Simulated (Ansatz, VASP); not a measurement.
# Pt2F: VASP beside Ansatz

File INCAR:

```
PREC = Accurate
ENCUT = 520
EDIFF = 1E-6
ISMEAR = 0
SIGMA = 0.1
LREAL = F
LASPH = T
NELM = 100
ALGO = Normal
ISIF = 2
LWAVE = F
LCHARG = T
GGA = PE
LELF = T
LVHAR = T
NBANDS = 20
```

KPOINTS

```
regular mesh
0
Gamma
  6 6 6
```

Contents of POSCAR:

```
Pt2F
1.0
    0.0000000000      2.7802173900      2.7802173900
    2.7802173900      0.0000000000      2.7802173900
    2.7802173900      2.7802173900      0.0000000000
Pt F
2 1
Direct
    0.2500000000      0.2500000000      0.2500000000
    0.7500000000      0.7500000000      0.7500000000
    0.0000000000      0.0000000000      0.0000000000
```

Input for Ansatz:

```yaml
crystal:
  lattice:
    - [0.0, 2.78021739, 2.78021739]
    - [2.78021739, 0.0, 2.78021739]
    - [2.78021739, 2.78021739, 0.0]
  atoms:
    - { symbol: Pt, position: [0.25, 0.25, 0.25] }
    - { symbol: Pt, position: [0.75, 0.75, 0.75] }
    - { symbol: F, position: [0.0, 0.0, 0.0] }
basis:
  ecutwfc: 420
kpoints:
  mp_grid: { grid: [6, 6, 6] }
hamiltonian:
  xc: pbe
scf:
  occupations: { method: gaussian, width: 0.1 }
  lower_state_search: "off"
output:
  forces: true
  stress: true
  eigenvalues: true
```

Change from the starting cell: species swapped into the In2Pt type (Fm-3m, No. 225).

Alike in both runs: task single point; functional PBE; k mesh 6 × 6 × 6; occupations gaussian, width 0.1 eV; no spin polarisation.

|  | VASP | Ansatz |
| --- | --- | --- |
| version | VASP 6.6.1 | Ansatz 0.2.0 |
| potentials or method | VASP PAW PBE potentials, release 64 (Pt, F), cutoff 520 eV | scalar-relativistic, plane waves, PAW |
| valence electrons in the cell | 27 | 43 |

Ansatz gave:

- gap on the k mesh at the Fermi level (eV): none
- pressure (GPa): 12.7

Which values does VASP return?

gap on the k mesh at the Fermi level (eV): none; pressure (GPa): 12.4.

A gap of «none» marks a metal or a gap that the smearing closes. With one functional, cell and mesh, what is left measures potentials, basis and numerics. VASP's potentials hold 27 valence electrons a cell and Ansatz's 43, so a difference there can come from the potentials and not from the codes.

Spin-orbit coupling is off throughout.
